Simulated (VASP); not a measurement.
A run of VASP 6.6.1 is set up as follows.

File INCAR:

```
SYSTEM = InAs
  PREC = Accurate
  ENCUT = 520
  EDIFF = 1E-8
  ISMEAR = -1
  SIGMA = 0.15
  LREAL = .FALSE.
  LASPH = .TRUE.
  NELM = 100
  ALGO = Normal
  ISIF = 2
  LWAVE = .FALSE.
  LCHARG = .TRUE.
  GGA = PE
  NBANDS = 16
  IBRION = 8
  NSW = 1
```

Contents of KPOINTS:

```
regular mesh
0
G
  12 12 12
  0 0 0
```

File POSCAR:

```
InAs
1.0
    0.0000000000      2.9261577921      2.9261577921
    2.9261577921      0.0000000000      2.9261577921
    2.9261577921      2.9261577921      0.0000000000
In As
1 1
Direct
    0.0000000000      0.0000000000      0.0000000000
    0.7500000000      0.7500000000      0.7500000000
```

Potentials or basis: VASP PAW PBE potentials, release 64 (In_d, As).

The run is started by

```sh
$ cat potpaw_PBE.64/In_d/POTCAR potpaw_PBE.64/As/POTCAR > POTCAR
$ mpirun -np 1 vasp_std > vasp.out
```

**Question.** Predict the highest phonon frequency at Γ, LO-TO splitting left out.

**Answer.** 248 cm⁻¹.

Phonon frequencies in cm⁻¹ (negative: imaginary):
| q point | frequencies |
| --- | --- |
| (0.000, 0.000, 0.000) | 0 0 0 248 248 248 |

Caveat: the cell stands under pressure or tension, which shifts response properties.
